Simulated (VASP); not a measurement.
# V (P-1) in VASP: a series of runs

The runs below take V through single point, with PBE.

All numbers are computed with VASP 6.6.1; they aren't measurements. Logs are shortened: lines on timing, memory, paths and dates and some standing lists are left out, and cuts for length are marked.

## (1) The cell of the first run

The typed cell holds 1 atom: a = 2.756 Å, b = 2.723 Å, c = 2.452 Å, α = 113.75°, β = 107.43°, γ = 104.79°.

## (2) Single point, PBE, collinear spin, ferromagnetic start (14.51 Å³/atom)

INCAR reads:

```
SYSTEM = V
ALGO = Fast
EDIFF = 1E-6
ENCUT = 520
GGA = PE
ISIF = 2
ISMEAR = -1
ISPIN = 2
LASPH = .True.
LCHARG = .False.
LMAXMIX = 4
LORBIT = 11
LREAL = .False.
LWAVE = .False.
MAGMOM = 2
NBANDS = 16
NELM = 150
PREC = Accurate
SIGMA = 0.05
```

KPOINTS reads:

```
k-points
0
Gamma
  11 12 13
  0 0 0
```

POSCAR reads:

```
V
1.0
   -1.4047360326      1.6733789900      1.6802551773
    1.5344925415     -1.5205068387      1.6571395350
    1.2975040760      1.4132748821     -1.5273830260
V
1
Direct
    0.0000000000      0.0000000000      0.0000000000
```

Potentials or basis: VASP PAW PBE potentials, release 64 (V_sv).

The run is started by

```
$ cat potpaw_PBE.64/V_sv/POTCAR > POTCAR
$ mpirun -np 1 vasp_std > vasp.out
```

OUTCAR:

```text
SYSTEM = V
   EDIFF = 1E-6
   ENCUT = 520
   GGA = PE
   ISIF = 2
   ISMEAR = -1
   ISPIN = 2
   LASPH = .True.
   LORBIT = 11
   LREAL = .False.
   NELM = 150
   PREC = Accurate

 ion  position               nearest neighbor table
   1  0.000  0.000  0.000-

  LATTYP: Found a triclinic cell.
 ALAT       =     3.3434129437
 B/A-ratio  =     1.2970000194
 C/A-ratio  =     0.8243726133
 COS(alpha) =     0.0090842405
 COS(beta)  =     0.6165063659
 COS(gamma) =     0.7042340772

  Lattice vectors:

 A1 = (  -0.1297565089,  -0.1528721513,  -3.3373947123)
 A2 = (  -0.2369884655,   2.9337817208,  -3.1845225610)
 A3 = (   1.4047360326,  -1.6733789900,  -1.6802551773)

Analysis of symmetry for initial positions (statically):
=====================================================================
 Subroutine PRICEL returns:
 Original cell was already a primitive cell.

 Routine SETGRP: Setting up the symmetry group for a
 triclinic supercell.

 Subroutine GETGRP returns: Found  2 space group operations
 (whereof  2 operations were pure point group operations)
 out of a pool of  2 trial point group operations.

The static configuration has the point symmetry S_2 .

Analysis of symmetry for dynamics (positions and initial velocities):
=====================================================================
 Subroutine PRICEL returns:
 Original cell was already a primitive cell.

 Routine SETGRP: Setting up the symmetry group for a
 triclinic supercell.

 Subroutine GETGRP returns: Found  2 space group operations
 (whereof  2 operations were pure point group operations)
 out of a pool of  2 trial point group operations.

The dynamic configuration has the point symmetry S_2 .

Analysis of structural, dynamic, and magnetic symmetry:
=====================================================================
 Subroutine PRICEL returns:
 Original cell was already a primitive cell.

 Routine SETGRP: Setting up the symmetry group for a
 triclinic supercell.

 Subroutine GETGRP returns: Found  2 space group operations
 (whereof  2 operations were pure point group operations)
 out of a pool of  2 trial point group operations.

The overall configuration has the point symmetry S_2 .

 Subroutine INISYM returns: Found  2 space group operations
 (whereof  2 operations are pure point group operations),
 and found     1 'primitive' translations

----------------------------------------------------------------------------------------

                                     Primitive cell

  volume of cell :      14.5063

  direct lattice vectors                    reciprocal lattice vectors
    -1.404736033  1.673378990  1.680255177    -0.001350950  0.309788718  0.285497314
     1.534492541 -1.520506839  1.657139535     0.339889328 -0.002382955  0.286529319
     1.297504076  1.413274882 -1.527383026     0.367277948  0.338209343 -0.029771574

  length of vectors
     2.756218066  2.722631052  2.452297214     0.421283267  0.444555378  0.500164970

  position of ions in fractional coordinates (direct lattice)
     0.000000000  0.000000000  0.000000000

  ion indices of the primitive-cell ions
   primitive index   ion index
                 1           1

----------------------------------------------------------------------------------------

 KPOINTS: k-points

Automatic generation of k-mesh.
 Grid dimensions read from file:
 generate k-points for:   11   12   13

 Generating k-lattice:

  Cartesian coordinates                     Fractional coordinates (reciprocal lattice)
    -0.000122814  0.028162611  0.025954301     0.090909091  0.000000000  0.000000000
     0.028324111 -0.000198580  0.023877443     0.000000000  0.083333333  0.000000000
     0.028252150  0.026016103 -0.002290121    -0.000000000  0.000000000  0.076923077

  Length of vectors
     0.038298479  0.037046282  0.038474228

  Shift w.r.t. Gamma in fractional coordinates (k-lattice)
     0.000000000  0.000000000  0.000000000

 Subroutine IBZKPT returns following result:
 ===========================================

 Found    859 irreducible k-points:

 Following reciprocal coordinates:
            Coordinates               Weight
  0.000000  0.000000  0.000000      1.000000
  0.090909  0.000000 -0.000000      2.000000
  0.181818 -0.000000  0.000000      2.000000
  0.272727 -0.000000  0.000000      2.000000
  0.363636 -0.000000  0.000000      2.000000
  0.454545 -0.000000  0.000000      2.000000
[... 16 lines left out ...]
  0.454545  0.166667  0.000000      2.000000
 -0.454545  0.166667  0.000000      2.000000
 [... further k-points ...]
   k-points           NKPTS =    859   k-points in BZ     NKDIM =    859   number of bands    NBANDS=     16
   number of dos      NEDOS =    301   number of ions     NIONS =      1
   total plane-waves  NPLWV =   7200
   dimension x,y,z NGX =    20 NGY =   20 NGZ =   18
   dimension x,y,z NGXF=    40 NGYF=   40 NGZF=   36
   ions per type =               1
   NGX,Y,Z   is equivalent  to a cutoff of  12.06, 12.21, 12.20 a.u.
   NGXF,Y,Z  is equivalent  to a cutoff of  24.13, 24.42, 24.41 a.u.
 SYSTEM =  V
   PREC   = accura    normal or accurate (medium, high low for compatibility)
   ISTART =      0    job   : 0-new  1-cont  2-samecut
   ICHARG =      2    charge: 1-file 2-atom 10-const
   ISPIN  =      2    spin polarized calculation?
   LNONCOLLINEAR =      F non collinear calculations
   LSORBIT =      F    spin-orbit coupling
   LASPH  =      T    aspherical Exc in radial PAW
   ENCUT  =  520.0 eV  38.22 Ry    6.18 a.u.   5.12  5.06  4.56*2*pi/ulx,y,z
   NELM   =    150;   NELMIN=  2; NELMDL= -5     # of ELM steps
   EDIFF  = 0.1E-05   stopping-criterion for ELM
   LREAL  =      F    real-space projection
   EDIFFG = 0.1E-04   stopping-criterion for IOM
   NSW    =      0    number of steps for IOM
   IBRION =     -1    ionic relax: 0-MD 1-quasi-New 2-CG
   NFREE  =      0    steps in history (QN), initial steepest desc. (CG)
   ISIF   =      2    stress and relaxation
   ISYM   =      2    0-nonsym 1-usesym 2-fastsym
   POTIM  = 0.5000    time-step for ionic-motion
   TEBEG  =    0.0;   TEEND  =   0.0 temperature during run
   PSTRESS=    0.0 pullay stress
   NELECT =      13.0000    total number of electrons
   NUPDOWN=      -1.0000    fix difference up-down
   EMIN   =  10.00;   EMAX   =-10.00  energy-range for DOS
   EFERMI =   0.00;   METHOD = LEGACY
   ISMEAR =    -1;   SIGMA  =   0.05  broadening in eV -4-tet -1-fermi 0-gaus
   EFERMI_NEDOS =   21; number of points for ismear=-14 and -15
   IALGO  =     68    algorithm
   IMIX   =      4    mixing-type and parameters
     AMIX     =   0.40;   BMIX     =  1.00
     AMIX_MAG =   1.60;   BMIX_MAG =  1.00
  volume/ion in A,a.u.               =      14.51        97.89
  Fermi-wavevector in a.u.,A,eV,Ry     =   1.578350  2.982649 33.894669  2.491188
  Thomas-Fermi vector in A             =   2.678894
   LORBIT       =     11    0 simple, 1 ext, 2 COOP (PROOUT), +10 PAW based schemes
   GGA     = PE    functional components
   LHFCALC =     F    Hartree Fock is set to
   AEXX    =    0.0000 exact exchange contribution
   IVDW    =     0    specifies the selected vdW correction
   LEPSILON=     F    determine dielectric tensor
   LRPA    =     F    only Hartree local field effects (RPA)
 spin polarized calculation
 RMM-DIIS sequential band-by-band and
  energy-cutoff  :      520.00
  volume of cell :       14.51
 maximum number of plane-waves:       405
   NGX = 11   NGY = 11   NGZ =  9

 number of electron      12.9999997 magnetization       0.0875638

 number of electron      12.9999996 magnetization      -0.0002105

 Free energy of the ion-electron system (eV)
  ---------------------------------------------------
  ext. energy  EPLUGINS =         0.00000000
  ---------------------------------------------------
  free energy    TOTEN  =        -8.89469351 eV

  energy without entropy =       -8.88173357  energy(sigma->0) =       -8.88821354

 E-fermi :   8.9351     XC(G=0): -12.4887

 val. band max:        8.9345993742   @ k =  -0.0000   0.4167   0.3846
 cond. band min:       8.9356011648   @ k =  -0.4545  -0.1667   0.1538
 fundamental gap:      0.0010017906
 Fermi energy:         8.9350855652

 spin component 1

 k-point     1 :       0.0000    0.0000    0.0000
  band No.  band energies     occupation
      1     -54.9878      1.00000
      2     -28.5365      1.00000
      3     -28.4299      1.00000
      4     -28.1151      1.00000
      5       2.4288      1.00000
      6       8.2752      1.00000
[... 8 lines left out ...]
     15      35.0149      0.00000
     16      36.8611      0.00000
[... 419 lines left out ...]
 k-point    24 :      -0.4545    0.1667    0.0000
  band No.  band energies     occupation
      1     -54.8927      1.00000
      2     -28.9775      1.00000
      3     -28.6273      1.00000
      4     -28.1485      1.00000
      5       6.1026      1.00000
      6       7.7607      1.00000
[... 8 lines left out ...]
     15      36.2347      0.00000
     16      39.1180      0.00000

 [... further k-points ...]

 spin component 2

 k-point     1 :       0.0000    0.0000    0.0000
  band No.  band energies     occupation
      1     -54.9878      1.00000
      2     -28.5365      1.00000
      3     -28.4300      1.00000
      4     -28.1150      1.00000
      5       2.4287      1.00000
      6       8.2751      1.00000
[... 8 lines left out ...]
     15      35.0152      0.00000
     16      36.8607      0.00000
[... 419 lines left out ...]
 k-point    24 :      -0.4545    0.1667    0.0000
  band No.  band energies     occupation
      1     -54.8927      1.00000
      2     -28.9775      1.00000
      3     -28.6274      1.00000
      4     -28.1484      1.00000
      5       6.1025      1.00000
      6       7.7606      1.00000
[... 8 lines left out ...]
     15      36.2370      0.00000
     16      39.1197      0.00000

 [... further k-points ...]

------------------------ aborting loop because EDIFF is reached ----------------------------------------

  FORCE on cell =-STRESS in cart. coord.  units (eV):
  Direction    XX          YY          ZZ          XY          YZ          ZX
  --------------------------------------------------------------------------------------
  -------------------------------------------------------------------------------------
  Total       -0.2672119     -0.9445742     -1.5394891     -0.0469221     -0.2536304     -0.0890805
  in kB      -29.5126485   -104.3250406   -170.0313868     -5.1823827    -28.0126263     -9.8386376
  external PRESSURE =    -101.2896919 kB  Pullay stress =       0.0000000 kB

 VOLUME and BASIS-vectors are now :
 -----------------------------------------------------------------------------
  energy-cutoff  :      520.00
  volume of cell :       14.51
      direct lattice vectors                 reciprocal lattice vectors
    -1.404736033  1.673378990  1.680255177    -0.001350950  0.309788718  0.285497314
     1.534492541 -1.520506839  1.657139535     0.339889328 -0.002382955  0.286529319
     1.297504076  1.413274882 -1.527383026     0.367277948  0.338209343 -0.029771574

 POSITION                                       TOTAL-FORCE (eV/Angst)
 -----------------------------------------------------------------------------------
      0.00000      0.00000      0.00000        -0.000000     -0.000000     -0.000000
 -----------------------------------------------------------------------------------
    total drift:                                0.000000     -0.000000      0.000000

  FREE ENERGIE OF THE ION-ELECTRON SYSTEM (eV)
  ---------------------------------------------------
  free  energy   TOTEN  =        -8.8946935059 eV

  energy  without entropy=       -8.8817335716  energy(sigma->0) =       -8.88821354

 total charge

# of ion       s       p       d       tot
------------------------------------------
    1        2.323   6.195   3.047  11.566

 magnetization (x)

# of ion       s       p       d       tot
------------------------------------------
    1       -0.000   0.000  -0.000  -0.000
```

It took 3 min on 1 thread of Intel Xeon Platinum 8559C (Emerald Rapids), shared host; peak memory 0.36 GiB.

Results:

```yaml
Free_energy: -8.8947 eV
Pressure: -10.1 GPa
Net_moment: 0.00 μB per cell
Valence_electrons_inside_the_program's_atomic_spheres: V 11.57
```

Caveat: the stress differs along the axes, from -17 to -3 GPa; the moments typed at the start vanished in this run.

## (3) Single point, PBE, collinear spin, ferromagnetic start (13.96 Å³/atom)

This run uses another cell than the first one, of 13.96 Å³/atom.

INCAR reads:

```
PREC     = Accurate       # precision mode
ENCUT    = 520            # plane-wave cutoff, eV
EDIFF    = 1E-7           # SCF threshold, eV
ISMEAR   = -1             # smearing method
SIGMA    = 0.05           # smearing width, eV
LREAL    = False          # projectors in reciprocal space
LASPH    = True           # aspherical terms in the spheres
NELM     = 150            # most SCF steps
ALGO     = Normal         # electronic algorithm
ISIF     = 2              # what is computed and relaxed
LWAVE    = False          # write WAVECAR
LCHARG   = False          # write CHGCAR
ISPIN    = 2              # spin polarisation
MAGMOM   = 2              # initial moments
LORBIT   = 11             # projections on sites
LMAXMIX  = 4              # l up to which the mixer works
GGA      = PE             # functional
NBANDS   = 16             # bands
```

KPOINTS reads:

```
regular mesh
0
Gamma
  11 12 13
```

POSCAR reads:

```
V
1.0
   -1.3868393573      1.6520597387      1.6588483218
    1.5149427371     -1.5011352155      1.6360271783
    1.2809735616      1.3952694198     -1.5079237985
V
1
Direct
    0.0000000000      0.0000000000      0.0000000000
```

Potentials or basis: VASP PAW PBE potentials, release 64 (V_sv).

The run is started by

```
$ cat potpaw_PBE.64/V_sv/POTCAR > POTCAR
$ mpirun -np 1 vasp_std > vasp.out
```

Wall time 9.8 min (1 thread of Oxide Virtual Turin-like, shared host); peak memory 0.32 GiB.

The run converged. Its results:

* Free energy: -8.9194 eV
* Pressure: -4.3 GPa
* Net moment: 0.00 μB per cell
* Valence electrons inside the program's atomic spheres: V 11.63

Stress tensor (GPa, compression positive):
```
  3.83  -0.47  -1.06
 -0.47  -4.78  -3.13
 -1.06  -3.13 -12.05
```

Levels at points of the mesh, in eV from the Fermi level:
Spin up:
```tsv
k point	band 4	band 5	band 6	band 7	band 8	band 9	band 10	band 11
(0.00, 0.00, 0.00)	-36.94	-6.61	-0.70	0.17	1.09	1.94	2.87	17.62
(0.00, 0.50, 0.00)	-37.01	-3.19	-1.44	0.84	2.29	3.12	3.58	8.96
```
Spin down:
```
           k point  band 5  band 6  band 7  band 8  band 9  band 10
(0.00, 0.00, 0.00)   -6.60   -0.70    0.17    1.09    1.94     2.87
(0.00, 0.50, 0.00)   -3.19   -1.44    0.84    2.29    3.12     3.58
```

Caveat: the stress differs along the axes, from -12 to 4 GPa; the moments typed at the start vanished in this run.

## (4) Single point, PBE, collinear spin, ferromagnetic start (14.23 Å³/atom)

This run uses another cell than the first one, of 14.23 Å³/atom.

INCAR reads:

```
SYSTEM = V
PREC = Accurate
ENCUT = 520
EDIFF = 1E-6
ISMEAR = -1
SIGMA = 0.05
LREAL = .FALSE.
LASPH = .TRUE.
NELM = 150
ALGO = Normal
ISIF = 2
LWAVE = .FALSE.
LCHARG = .FALSE.
ISPIN = 2
MAGMOM = 2
LORBIT = 11
LMAXMIX = 4
GGA = PE
NBANDS = 16
```

KPOINTS reads:

```
Automatic mesh
0
G
  11 12 13
  0 0 0
```

POSCAR reads:

```
V
1.0
   -1.3958450600      1.6627877000      1.6696203659
    1.5247803032     -1.5108831199      1.6466510291
    1.2892918049      1.4043298648     -1.5177157859
V
1
Direct
    0.0000000000      0.0000000000      0.0000000000
```

The run is started by

```
$ cat potpaw_PBE.64/V_sv/POTCAR > POTCAR
$ mpirun -np 1 vasp_std > vasp.out
```

Wall time 7.6 min (1 thread of Oxide Virtual Turin-like, shared host); peak memory 0.32 GiB.

Results (log left out):

```yaml
Free_energy: -8.9095 eV
Pressure: -7.4 GPa
Net_moment: 0.00 μB per cell
Valence_electrons_inside_the_program's_atomic_spheres: V 11.60
```

Stress tensor (GPa, compression positive):
```
  0.25  -0.50  -1.03
 -0.50  -7.77  -2.97
 -1.03  -2.97 -14.68
```

Levels at points of the mesh, in eV from the Fermi level:
Spin up:
```csv
k point,band 3,band 4,band 5,band 6,band 7,band 8,band 9,band 10,band 11,band 12
"(0.00, 0.00, 0.00)",-37.32,-37.00,-6.56,-0.68,0.18,1.07,1.90,2.80,17.49,20.47
"(0.00, 0.50, 0.00)",-37.52,-37.06,-3.13,-1.40,0.80,2.24,3.05,3.49,8.74,14.92
```
Spin down:
```tsv
k point	band 4	band 5	band 6	band 7	band 8	band 9	band 10	band 11
(0.00, 0.00, 0.00)	-37.00	-6.56	-0.68	0.18	1.07	1.90	2.80	17.49
(0.00, 0.50, 0.00)	-37.06	-3.13	-1.40	0.80	2.24	3.05	3.49	8.74
```

Caveat: the stress differs along the axes, from -15 to 0 GPa; the moments typed at the start vanished in this run.

## (5) Overview

| cell | gap on the mesh (eV) | pressure (GPa) | moment (μB) |
| --- | --- | --- | --- |
| a = 2.756, b = 2.723, c = 2.452 Å, angles 113.7, 107.4, 104.8°, 1 atom | none | -10.1 | 0.00 |
| a = 2.721, b = 2.688, c = 2.421 Å, angles 113.7, 107.4, 104.8°, 1 atom | none | -4.3 | 0.00 |
| a = 2.739, b = 2.705, c = 2.437 Å, angles 113.7, 107.4, 104.8°, 1 atom | none | -7.4 | 0.00 |

Alike in all rows: task single point; level PBE; potentials or basis VASP PAW PBE potentials, release 64 (V_sv); spin collinear, ferromagnetic start; k mesh 11 × 12 × 13; cutoff (eV) 520; smearing fermi-dirac 0.05 eV.

Caveats: the moments typed at the start vanished in this run; the stress differs along the axes, from -17 to -3 GPa (at least some runs); the stress differs along the axes, from -12 to 4 GPa (at least some runs); the stress differs along the axes, from -15 to 0 GPa (at least some runs).

Absolute energies hang on the potentials; compare differences alone.
